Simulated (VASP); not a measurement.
# W (P6_3/mmc) in VASP: notebook

W is run at these levels: PBE; tasks: single point.

Program: VASP 6.6.1. These are calculated values, not measurements. Logs are shortened: lines on timing, memory, paths and dates and some standing lists are left out, and cuts for length are marked.

### Step 1. The cell of the first run

The structure is hexagonal, space group P6_3/mmc (No. 194). Conventional cell: a = 2.673 Å, b = 2.673 Å, c = 4.666 Å, α = 90.00°, β = 90.00°, γ = 120.00°. W (site symmetry -6m2) has 12 W at 2.67 to 2.80 Å within 3.5 Å.

### Step 2. Single point, PBE

The input, INCAR:

```
  PREC = Accurate
  ENCUT = 520
  EDIFF = 1E-6
  ISMEAR = -1
  SIGMA = 0.08
  LREAL = False
  LASPH = True
  NELM = 100
  ALGO = Normal
  ISIF = 2
  LWAVE = False
  LCHARG = False
  GGA = PE
  NBANDS = 21
```

The input, KPOINTS:

```
regular mesh
0
Gamma
  16 16 9
```

The input, POSCAR:

```
W
1.0
    2.6726765679      0.0000000000      0.0000000000
   -1.3363382839      2.3146058039      0.0000000000
    0.0000000000      0.0000000000      4.6658157258
W
2
Direct
    0.3333333333      0.6666666667      0.2500000000
    0.6666666667      0.3333333333      0.7500000000
```

Potentials or basis: VASP PAW PBE potentials, release 64 (W_sv).

Started as:

```bash
cat potpaw_PBE.64/W_sv/POTCAR > POTCAR
mpirun -np 1 vasp_std > vasp.out
```

OUTCAR:

```text
PREC = Accurate
   ENCUT = 520
   EDIFF = 1E-6
   ISMEAR = -1
   LREAL = False
   LASPH = True
   NELM = 100
   ISIF = 2
   GGA = PE

 ion  position               nearest neighbor table
   1  0.333  0.667  0.250-   2 2.80   2 2.80   2 2.80   2 2.80   2 2.80   2 2.80
   2  0.667  0.333  0.750-   1 2.80   1 2.80   1 2.80   1 2.80   1 2.80   1 2.80

  LATTYP: Found a hexagonal cell.
 ALAT       =     2.6726765679
 C/A-ratio  =     1.7457464857

  Lattice vectors:

 A1 = (   2.6726765679,   0.0000000000,   0.0000000000)
 A2 = (  -1.3363382839,   2.3146058039,   0.0000000000)
 A3 = (   0.0000000000,   0.0000000000,   4.6658157258)

Analysis of symmetry for initial positions (statically):
=====================================================================
 Subroutine PRICEL returns:
 Original cell was already a primitive cell.

 Routine SETGRP: Setting up the symmetry group for a
 hexagonal supercell.

 Subroutine GETGRP returns: Found 24 space group operations
 (whereof 12 operations were pure point group operations)
 out of a pool of 24 trial point group operations.

The static configuration has the point symmetry D_3d.
 The point group associated with its full space group is D_6h.

Analysis of symmetry for dynamics (positions and initial velocities):
=====================================================================
 Subroutine PRICEL returns:
 Original cell was already a primitive cell.

 Routine SETGRP: Setting up the symmetry group for a
 hexagonal supercell.

 Subroutine GETGRP returns: Found 24 space group operations
 (whereof 12 operations were pure point group operations)
 out of a pool of 24 trial point group operations.

The dynamic configuration has the point symmetry D_3d.
 The point group associated with its full space group is D_6h.

 Subroutine INISYM returns: Found 24 space group operations
 (whereof 12 operations are pure point group operations),
 and found     1 'primitive' translations

----------------------------------------------------------------------------------------

                                     Primitive cell

  volume of cell :      28.8636

  direct lattice vectors                    reciprocal lattice vectors
     2.672676568  0.000000000  0.000000000     0.374156758  0.216019505  0.000000000
    -1.336338284  2.314605804  0.000000000     0.000000000  0.432039010  0.000000000
     0.000000000  0.000000000  4.665815726     0.000000000  0.000000000  0.214324795

  length of vectors
     2.672676568  2.672676568  4.665815726     0.432039010  0.432039010  0.214324795

  position of ions in fractional coordinates (direct lattice)
     0.333333333  0.666666667  0.250000000
     0.666666667  0.333333333  0.750000000

  ion indices of the primitive-cell ions
   primitive index   ion index
                 1           1
                 2           2

----------------------------------------------------------------------------------------

 KPOINTS: regular mesh

Automatic generation of k-mesh.
 Grid dimensions read from file:
 generate k-points for:   16   16    9

 Generating k-lattice:

  Cartesian coordinates                     Fractional coordinates (reciprocal lattice)
     0.023384797  0.013501219  0.000000000     0.062500000  0.000000000  0.000000000
     0.000000000  0.027002438  0.000000000     0.000000000  0.062500000  0.000000000
     0.000000000  0.000000000  0.023813866     0.000000000  0.000000000  0.111111111

  Length of vectors
     0.027002438  0.027002438  0.023813866

  Shift w.r.t. Gamma in fractional coordinates (k-lattice)
     0.000000000  0.000000000  0.000000000

 Subroutine IBZKPT returns following result:
 ===========================================

 Found    150 irreducible k-points:

 Following reciprocal coordinates:
            Coordinates               Weight
  0.000000  0.000000  0.000000      1.000000
  0.062500  0.000000  0.000000      6.000000
  0.125000  0.000000  0.000000      6.000000
  0.187500 -0.000000  0.000000      6.000000
  0.250000  0.000000  0.000000      6.000000
  0.312500  0.000000  0.000000      6.000000
[... 16 lines left out ...]
  0.187500  0.187500  0.000000      6.000000
  0.250000  0.187500  0.000000     12.000000
 [... further k-points ...]
   k-points           NKPTS =    150   k-points in BZ     NKDIM =    150   number of bands    NBANDS=     21
   number of dos      NEDOS =    301   number of ions     NIONS =      2
   total plane-waves  NPLWV =  14400
   dimension x,y,z NGX =    20 NGY =   20 NGZ =   36
   dimension x,y,z NGXF=    40 NGYF=   40 NGZF=   72
   ions per type =               2
   NGX,Y,Z   is equivalent  to a cutoff of  12.44, 12.44, 12.83 a.u.
   NGXF,Y,Z  is equivalent  to a cutoff of  24.88, 24.88, 25.65 a.u.
 SYSTEM =  unknown system
   PREC   = accura    normal or accurate (medium, high low for compatibility)
   ISTART =      0    job   : 0-new  1-cont  2-samecut
   ICHARG =      2    charge: 1-file 2-atom 10-const
   ISPIN  =      1    spin polarized calculation?
   LNONCOLLINEAR =      F non collinear calculations
   LSORBIT =      F    spin-orbit coupling
   LASPH  =      T    aspherical Exc in radial PAW
   ENCUT  =  520.0 eV  38.22 Ry    6.18 a.u.   4.97  4.97  8.68*2*pi/ulx,y,z
   NELM   =    100;   NELMIN=  2; NELMDL= -5     # of ELM steps
   EDIFF  = 0.1E-05   stopping-criterion for ELM
   LREAL  =      F    real-space projection
   EDIFFG = 0.1E-04   stopping-criterion for IOM
   NSW    =      0    number of steps for IOM
   IBRION =     -1    ionic relax: 0-MD 1-quasi-New 2-CG
   NFREE  =      0    steps in history (QN), initial steepest desc. (CG)
   ISIF   =      2    stress and relaxation
   ISYM   =      2    0-nonsym 1-usesym 2-fastsym
   POTIM  = 0.5000    time-step for ionic-motion
   TEBEG  =    0.0;   TEEND  =   0.0 temperature during run
   PSTRESS=    0.0 pullay stress
   NELECT =      28.0000    total number of electrons
   NUPDOWN=      -1.0000    fix difference up-down
   EMIN   =  10.00;   EMAX   =-10.00  energy-range for DOS
   EFERMI =   0.00;   METHOD = LEGACY
   ISMEAR =    -1;   SIGMA  =   0.08  broadening in eV -4-tet -1-fermi 0-gaus
   EFERMI_NEDOS =   21; number of points for ismear=-14 and -15
   IALGO  =     38    algorithm
   IMIX   =      4    mixing-type and parameters
     AMIX     =   0.40;   BMIX     =  1.00
     AMIX_MAG =   1.60;   BMIX_MAG =  1.00
  volume/ion in A,a.u.               =      14.43        97.39
  Fermi-wavevector in a.u.,A,eV,Ry     =   1.620605  3.062499 35.733803  2.626360
  Thomas-Fermi vector in A             =   2.714516
   LORBIT       =      0    0 simple, 1 ext, 2 COOP (PROOUT), +10 PAW based schemes
   GGA     = PE    functional components
   LHFCALC =     F    Hartree Fock is set to
   AEXX    =    0.0000 exact exchange contribution
   IVDW    =     0    specifies the selected vdW correction
   LEPSILON=     F    determine dielectric tensor
   LRPA    =     F    only Hartree local field effects (RPA)
 non-spin polarized calculation
  energy-cutoff  :      520.00
  volume of cell :       28.86
 maximum number of plane-waves:       801
 NGX is ok and might be reduce to    20
   NGX =  9   NGY =  9   NGZ = 17

 number of electron      28.0000002 magnetization

 Free energy of the ion-electron system (eV)
  ---------------------------------------------------
  ext. energy  EPLUGINS =         0.00000000
  ---------------------------------------------------
  free energy    TOTEN  =       -24.33754502 eV

  energy without entropy =      -24.29787423  energy(sigma->0) =      -24.31770963

 E-fermi :  12.4410     XC(G=0): -14.1627

 val. band max:       12.4243546856   @ k =   0.5000   0.0000   0.2222
 cond. band min:      12.4540098774   @ k =   0.1250   0.0000   0.1111
 fundamental gap:      0.0296551918
 Fermi energy:        12.4410101652

 k-point     1 :       0.0000    0.0000    0.0000
  band No.  band energies     occupation
      1     -61.1098      2.00000
      2     -60.9680      2.00000
      3     -26.1962      2.00000
      4     -24.6956      2.00000
      5     -24.5876      2.00000
      6     -24.5876      2.00000
[... 13 lines left out ...]
     20      17.4601      0.00000
     21      23.2426      0.00000

 k-point     2 :       0.0625    0.0000    0.0000
  band No.  band energies     occupation
      1     -61.1024      2.00000
      2     -60.9630      2.00000
      3     -26.1748      2.00000
      4     -24.6993      2.00000
      5     -24.6543      2.00000
      6     -24.6061      2.00000
[... 13 lines left out ...]
     20      18.0219      0.00000
     21      23.2527      0.00000

 k-point     3 :       0.1250    0.0000    0.0000
  band No.  band energies     occupation
      1     -61.0813      2.00000
      2     -60.9489      2.00000
      3     -26.1124      2.00000
      4     -24.8426      2.00000
      5     -24.7111      2.00000
      6     -24.6877      2.00000
[... 13 lines left out ...]
     20      19.2344      0.00000
     21      23.1816      0.00000

 k-point     4 :       0.1875   -0.0000    0.0000
  band No.  band energies     occupation
      1     -61.0491      2.00000
      2     -60.9281      2.00000
      3     -26.0143      2.00000
      4     -25.1199      2.00000
      5     -24.9618      2.00000
      6     -24.7331      2.00000
[... 13 lines left out ...]
     20      20.6318      0.00000
     21      22.9081      0.00000

 k-point     5 :       0.2500    0.0000    0.0000
  band No.  band energies     occupation
      1     -61.0102      2.00000
      2     -60.9043      2.00000
      3     -25.8890      2.00000
      4     -25.4400      2.00000
      5     -25.2708      2.00000
      6     -24.8182      2.00000
[... 13 lines left out ...]
     20      22.0104      0.00000
     21      22.4776      0.00000
[... 382 lines left out ...]
     20      23.2632      0.00000
     21      23.9310      0.00000

 k-point    22 :       0.4375    0.1250    0.0000
  band No.  band energies     occupation
      1     -60.8884      2.00000
      2     -60.8490      2.00000
      3     -26.1640      2.00000
      4     -25.9511      2.00000
      5     -25.4032      2.00000
      6     -25.1831      2.00000
[... 13 lines left out ...]
     20      22.4014      0.00000
     21      23.9641      0.00000

 k-point    23 :       0.1875    0.1875    0.0000
  band No.  band energies     occupation
      1     -60.9603      2.00000
      2     -60.8765      2.00000
      3     -25.7147      2.00000
      4     -25.6337      2.00000
      5     -25.6159      2.00000
      6     -24.9913      2.00000
[... 13 lines left out ...]
     20      22.4233      0.00000
     21      24.3089      0.00000

 k-point    24 :       0.2500    0.1875    0.0000
  band No.  band energies     occupation
      1     -60.9264      2.00000
      2     -60.8608      2.00000
      3     -25.8356      2.00000
      4     -25.7438      2.00000
      5     -25.5821      2.00000
      6     -25.1326      2.00000
[... 13 lines left out ...]
     20      23.0189      0.00000
     21      25.5153      0.00000

 [... further k-points ...]

------------------------ aborting loop because EDIFF is reached ----------------------------------------

  FORCE on cell =-STRESS in cart. coord.  units (eV):
  Direction    XX          YY          ZZ          XY          YZ          ZX
  --------------------------------------------------------------------------------------
  -------------------------------------------------------------------------------------
  Total        9.0531810      9.0531810      9.0230130      0.0000000      0.0000000      0.0000000
  in kB      502.5285718    502.5285718    500.8539898      0.0000000      0.0000000      0.0000000
  external PRESSURE =     501.9703778 kB  Pullay stress =       0.0000000 kB

 VOLUME and BASIS-vectors are now :
 -----------------------------------------------------------------------------
  energy-cutoff  :      520.00
  volume of cell :       28.86
      direct lattice vectors                 reciprocal lattice vectors
     2.672676568  0.000000000  0.000000000     0.374156758  0.216019505  0.000000000
    -1.336338284  2.314605804  0.000000000     0.000000000  0.432039010  0.000000000
     0.000000000  0.000000000  4.665815726     0.000000000  0.000000000  0.214324795

 POSITION                                       TOTAL-FORCE (eV/Angst)
 -----------------------------------------------------------------------------------
     -0.00000      1.54307      1.16645        -0.000000     -0.000000      0.000000
      1.33634      0.77154      3.49936         0.000000      0.000000      0.000000
 -----------------------------------------------------------------------------------
    total drift:                                0.000000     -0.000000      0.000000

  FREE ENERGIE OF THE ION-ELECTRON SYSTEM (eV)
  ---------------------------------------------------
  free  energy   TOTEN  =       -24.3375450223 eV

  energy  without entropy=      -24.2978742349  energy(sigma->0) =      -24.31770963
```

It took 33 s on 1 thread of Intel Xeon 6975P-C (Granite Rapids), shared host; peak memory 0.18 GiB.

Results:

| Property | Result |
| --- | --- |
| Free energy | -24.3375 eV |
| Pressure | 50.2 GPa |
| Band gap on the k mesh | zero (band 14 reaches 13.82 eV, above the bottom of band 15 at 11.92 eV) |

Stress tensor (GPa, compression positive):
```
50.25  0.00  0.00
 0.00 50.25  0.00
 0.00  0.00 50.09
```

Levels at points of the mesh, in eV from the Fermi level:
| k point | band 10 | band 11 | band 12 | band 13 | band 14 | band 15 | band 16 | band 17 | band 18 | band 19 |
| --- | --- | --- | --- | --- | --- | --- | --- | --- | --- | --- |
| (0.00, 0.00, 0.00) | -6.52 | -1.80 | -0.64 | -0.64 | 0.12 | 0.12 | 0.29 | 2.11 | 2.11 | 5.02 |
| (0.50, 0.00, 0.00) | -5.60 | -5.24 | -1.31 | -0.80 | -0.49 | -0.25 | 5.72 | 6.56 | 6.99 | 7.93 |

Caveat: spin-orbit coupling is left out, which moves the levels of the heavy elements.

### Step 3. Single point, PBE

The input, INCAR:

```
PREC = Accurate
ENCUT = 520
EDIFF = 1E-6
ISMEAR = -1
SIGMA = 0.08
LREAL = False
LASPH = True
NELM = 100
ALGO = Normal
ISIF = 2
LWAVE = False
LCHARG = True
GGA = PE
LELF = True
LVHAR = True
NBANDS = 21
```

KPOINTS is that of step 2.

The input, POSCAR:

```
W
1.0
    2.6723806055      0.0000000000      0.0000000000
   -1.3361903027      2.3143494930      0.0000000000
    0.0000000000      0.0000000000      4.6655635507
W
2
Direct
    0.3333333333      0.6666666667      0.2500000000
    0.6666666667      0.3333333333      0.7500000000
```

Potentials or basis: VASP PAW PBE potentials, release 64 (W_sv).

Started as:

```bash
cat potpaw_PBE.64/W_sv/POTCAR > POTCAR
mpirun -np 1 vasp_std > vasp.out
```

Run time: 28 s. Hardware: 1 thread of Intel Xeon 6975P-C (Granite Rapids), shared host; peak memory 0.19 GiB.

Results (log left out):

```yaml
Free_energy: -24.3350 eV
Pressure: 50.3 GPa
Band_gap_on_the_k_mesh: zero (band 14 reaches 13.83 eV, above the bottom of band 15 at 11.92 eV)
```

Stress tensor (GPa, compression positive):
```
50.40  0.00  0.00
 0.00 50.40  0.00
 0.00  0.00 50.19
```

Levels at points of the mesh, in eV from the Fermi level:
| k point | band 11 | band 12 | band 13 | band 14 | band 15 | band 16 | band 17 | band 18 |
| --- | --- | --- | --- | --- | --- | --- | --- | --- |
| (0.00, 0.00, 0.00) | -1.80 | -0.64 | -0.64 | 0.12 | 0.12 | 0.29 | 2.11 | 2.11 |
| (0.50, 0.00, 0.00) | -5.24 | -1.31 | -0.80 | -0.49 | -0.25 | 5.73 | 6.57 | 7.00 |

Caveat: spin-orbit coupling is left out, which moves the levels of the heavy elements.
